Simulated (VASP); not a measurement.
# Hf (P6_3/mmc) in VASP: further runs, part 2 of 2

VASP 6.6.1. Earlier steps stand in the parts before.

**3. Relaxation of cell and atoms, PBE**

This run uses another cell than the first one, of 22.54 Å³/atom, 0.954 times its volume.

Contents of INCAR:

```
SYSTEM = Hf
ALGO = Normal
EDIFF = 1E-7
EDIFFG = -0.005
ENCUT = 600
GGA = PE
IBRION = 2
ISIF = 3
ISMEAR = -1
LASPH = .True.
LCHARG = .False.
LREAL = .False.
LWAVE = .False.
NELM = 60
NSW = 45
PREC = Accurate
SIGMA = 0.05
```

Contents of KPOINTS:

```
k-points
0
Gamma
  15 15 8
  0 0 0
```

Contents of POSCAR:

```
Hf
1.0
    3.2046382680      0.0000000000      0.0000000000
   -1.6023191340      2.7752981500      0.0000000000
    0.0000000000      0.0000000000      5.0681353981
Hf
2
Direct
    0.3333333333      0.6666666667      0.2500000000
    0.6666666667      0.3333333333      0.7500000000
```

Potentials or basis: VASP PAW PBE potentials, release 64 (Hf_pv).

Command:

```bash
$ cat potpaw_PBE.64/Hf_pv/POTCAR > POTCAR
$ mpirun -np 1 vasp_std > vasp.out
```

OUTCAR:

```text
SYSTEM = Hf
   EDIFF = 1E-7
   EDIFFG = -0.005
   ENCUT = 600
   GGA = PE
   IBRION = 2
   ISIF = 3
   ISMEAR = -1
   LASPH = .True.
   LREAL = .False.
   NELM = 60
   NSW = 45
   PREC = Accurate

 ion  position               nearest neighbor table
   1  0.333  0.667  0.250-   2 3.14   2 3.14   2 3.14   2 3.14   2 3.14   2 3.14
   2  0.667  0.333  0.750-   1 3.14   1 3.14   1 3.14   1 3.14   1 3.14   1 3.14

  LATTYP: Found a hexagonal cell.
 ALAT       =     3.2046382680
 C/A-ratio  =     1.5814999929

  Lattice vectors:

 A1 = (   3.2046382680,   0.0000000000,   0.0000000000)
 A2 = (  -1.6023191340,   2.7752981500,   0.0000000000)
 A3 = (   0.0000000000,   0.0000000000,   5.0681353981)

Analysis of symmetry for initial positions (statically):
=====================================================================
 Subroutine PRICEL returns:
 Original cell was already a primitive cell.

 Routine SETGRP: Setting up the symmetry group for a
 hexagonal supercell.

 Subroutine GETGRP returns: Found 24 space group operations
 (whereof 12 operations were pure point group operations)
 out of a pool of 24 trial point group operations.

The static configuration has the point symmetry D_3d.
 The point group associated with its full space group is D_6h.

Analysis of symmetry for dynamics (positions and initial velocities):
=====================================================================
 Subroutine PRICEL returns:
 Original cell was already a primitive cell.

 Routine SETGRP: Setting up the symmetry group for a
 hexagonal supercell.

 Subroutine GETGRP returns: Found 24 space group operations
 (whereof 12 operations were pure point group operations)
 out of a pool of 24 trial point group operations.

The dynamic configuration has the point symmetry D_3d.
 The point group associated with its full space group is D_6h.

 Subroutine INISYM returns: Found 24 space group operations
 (whereof 12 operations are pure point group operations),
[... 132 lines left out ...]
 NGX is ok and might be reduce to    28
   NGX = 13   NGY = 13   NGZ = 21

--------------------------------------- Ionic step        1  -------------------------------------------

 number of electron      20.0000001 magnetization

 Free energy of the ion-electron system (eV)
  ---------------------------------------------------
  ext. energy  EPLUGINS =         0.00000000
  ---------------------------------------------------
  free energy    TOTEN  =       -19.85669401 eV

  energy without entropy =      -19.84428267  energy(sigma->0) =      -19.85048834

------------------------ aborting loop because EDIFF is reached ----------------------------------------

  FORCE on cell =-STRESS in cart. coord.  units (eV):
  Direction    XX          YY          ZZ          XY          YZ          ZX
  --------------------------------------------------------------------------------------
  -------------------------------------------------------------------------------------
  Total       -0.1110859     -0.1110859     -0.1408920      0.0000000      0.0000000      0.0000000
  in kB       -3.9485036     -3.9485036     -5.0079522      0.0000000      0.0000000      0.0000000
  external PRESSURE =      -4.3016531 kB  Pullay stress =       0.0000000 kB
[... 59 lines left out ...]
--------------------------------------- Ionic step        3  -------------------------------------------

 number of electron      20.0000001 magnetization

 Free energy of the ion-electron system (eV)
  ---------------------------------------------------
  ext. energy  EPLUGINS =         0.00000000
  ---------------------------------------------------
  free energy    TOTEN  =       -19.85694393 eV

  energy without entropy =      -19.84456303  energy(sigma->0) =      -19.85075348

 E-fermi :   4.9017     XC(G=0): -11.2680

 val. band max:        4.8883198886   @ k =   0.1333   0.0000   0.0000
 cond. band min:       4.9242285381   @ k =   0.1333   0.0667   0.2500
 fundamental gap:      0.0359086494
 Fermi energy:         4.9016681515

 k-point     1 :       0.0000    0.0000    0.0000
  band No.  band energies     occupation
      1     -26.1846      2.00000
      2     -25.4476      2.00000
      3     -25.4476      2.00000
      4     -25.3262      2.00000
      5     -25.3206      2.00000
      6     -25.3206      2.00000
      7      -2.4744      2.00000
      8       1.1990      2.00000
      9       5.5309      0.00001
     10       6.0742      0.00000
     11       6.0742      0.00000
     12       6.3579      0.00000
     13       6.8936      0.00000
     14       6.8936      0.00000
[... 377 lines left out ...]
      1     -25.9511      2.00000
      2     -25.8094      2.00000
      3     -25.7643      2.00000
      4     -25.7190      2.00000
      5     -25.5916      2.00000
      6     -25.5353      2.00000
      7       2.3163      2.00000
      8       2.7572      2.00000
      9       2.9390      2.00000
     10       3.6614      2.00000
     11       5.2938      0.00078
     12       5.5410      0.00001
     13       6.7503      0.00000
     14       9.9461      0.00000

 [... further k-points ...]
[... 5 lines left out ...]
  --------------------------------------------------------------------------------------
  -------------------------------------------------------------------------------------
  Total        0.0072432      0.0072432     -0.0083028      0.0000000      0.0000000     -0.0000000
  in kB        0.2585019      0.2585019     -0.2963182      0.0000000      0.0000000     -0.0000000
  external PRESSURE =       0.0735619 kB  Pullay stress =       0.0000000 kB
[... 17 lines left out ...]
  FREE ENERGIE OF THE ION-ELECTRON SYSTEM (eV)
  ---------------------------------------------------
  free  energy   TOTEN  =       -19.8569439291 eV

  energy  without entropy=      -19.8445630328  energy(sigma->0) =      -19.85075348

 reached required accuracy - stopping structural energy minimisation
```

CONTCAR:

```text
Hf
   1.00000000000000
     3.2006676019426012    0.0000000000000000    0.0000000000000000
    -1.6003338009713006    2.7718594523244509   -0.0000000000000000
     0.0000000000000000    0.0000000000000000    5.0601708672882522
  Hf
     2
Direct
     0.3333333332999970    0.6666666667000030    0.2500000000000000
     0.6666666667000030    0.3333333332999970    0.7500000000000000

  0.00000000E+00  0.00000000E+00  0.00000000E+00
  0.00000000E+00  0.00000000E+00  0.00000000E+00
```

Wall time 2.5 min (1 thread of Intel Xeon Platinum 8488C (Sapphire Rapids), shared host); peak memory 0.25 GiB.

What came out:

```
Free energy                            : -19.8569 eV
Relaxed volume                         : 22.45 Å³/atom
Relaxed cell                           : a = 3.201 Å, b = 3.201 Å, c = 5.060 Å, α = 90.00°, β = 90.00°, γ = 120.00°
Space group after relaxing (to 0.05 Å) : P6_3/mmc (No. 194)
Energy gained by relaxing              : 0.1 meV/atom
Ionic steps                            : 3
Pressure after relaxing                : 0.0 GPa
Band gap on the k mesh                 : zero (band 10 reaches 6.07 eV, above the bottom of band 11 at 4.46 eV)
```

Step by step:
```tsv
step	energy change (eV)	largest force (eV/Å)	pressure (GPa)	volume (Å³)
1	0.0000	0.0000	-0.43	45.08
2	0.0001	0.0000	0.53	44.68
3	-0.0002	0.0000	0.01	44.89
```

Final structure:
```
Hf
1.0
     3.20067    0.00000    0.00000
    -1.60033    2.77186    0.00000
     0.00000    0.00000    5.06017
Hf
2
Direct
  0.33333 0.66667 0.25000
  0.66667 0.33333 0.75000
```

Caveat: spin-orbit coupling is left out, which moves the levels of the heavy elements.
